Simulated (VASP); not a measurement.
Write the native input for VASP 6.6.1 that does the following.

```yaml
Task: relaxation of cell and atoms
Functional: PBEsol
Potentials_or_basis: VASP PAW PBE potentials, release 64 (Al, Ru_pv)
Cutoff: 500 eV
k_mesh: 12 × 12 × 12
Occupations: gaussian, width 0.15 eV
Spin: no spin polarisation
Dipole_correction: no
Further_INCAR_settings: ALGO = Normal; EDIFF = 1e-07; IBRION = 2; EDIFFG = -0.01; NSW = 100; ISIF = 3
```

The structure of AlRu lies in POSCAR:

```
AlRu
1.0
    2.9602890583      0.0226544196     -0.0076664106
    0.0226544196      2.9821326556      0.0197031099
   -0.0076664106      0.0197031099      2.9744166754
Al Ru
1 1
Direct
    0.0559386695      0.0575550326     -0.1286825881
    0.4440613305      0.4424449674      0.6286825881
```

The input as run:

INCAR

```
SYSTEM = AlRu
  ALGO = Normal
  EDIFF = 1E-7
  EDIFFG = -0.01
  ENCUT = 500
  GGA = PS
  GGA_COMPAT = .False.
  IBRION = 2
  ISIF = 3
  ISMEAR = 0
  LASPH = .True.
  LCHARG = .False.
  LREAL = .False.
  LWAVE = .False.
  NELM = 120
  NELMIN = 4
  NSW = 100
  PREC = Accurate
  SIGMA = 0.15
```

KPOINTS

```
k-points
0
Gamma
  12 12 12
  0 0 0
```

Potentials or basis: VASP PAW PBE potentials, release 64 (Al, Ru_pv).

Launch:

```console
$ cat potpaw_PBE.64/Al/POTCAR potpaw_PBE.64/Ru_pv/POTCAR > POTCAR
$ mpirun -np 1 vasp_std > vasp.out
```

It gave:

```
Relaxed volume                        : 13.18 Å³/atom
Relaxed cell                          : a = 2.976 Å, b = 2.976 Å, c = 2.977 Å, α = 89.99°, β = 89.99°, γ = 90.01°
Space group after relaxing (to 0.1 Å) : Pm-3m (No. 221)
Energy gained by relaxing             : 2654.2 meV/atom
Ionic steps                           : 20
Pressure after relaxing               : 0.0 GPa
Band gap on the k mesh                : zero (an odd number of electrons rules out a gap without spin polarisation)
```

Caveat: the PAW data sets were made with another functional, which shifts forces and pressure a little.

Run time: 15 min on 1 thread of Intel(R) Xeon(R) 6975P-C (Granite Rapids) (shared host), peak memory 0.46 GiB.
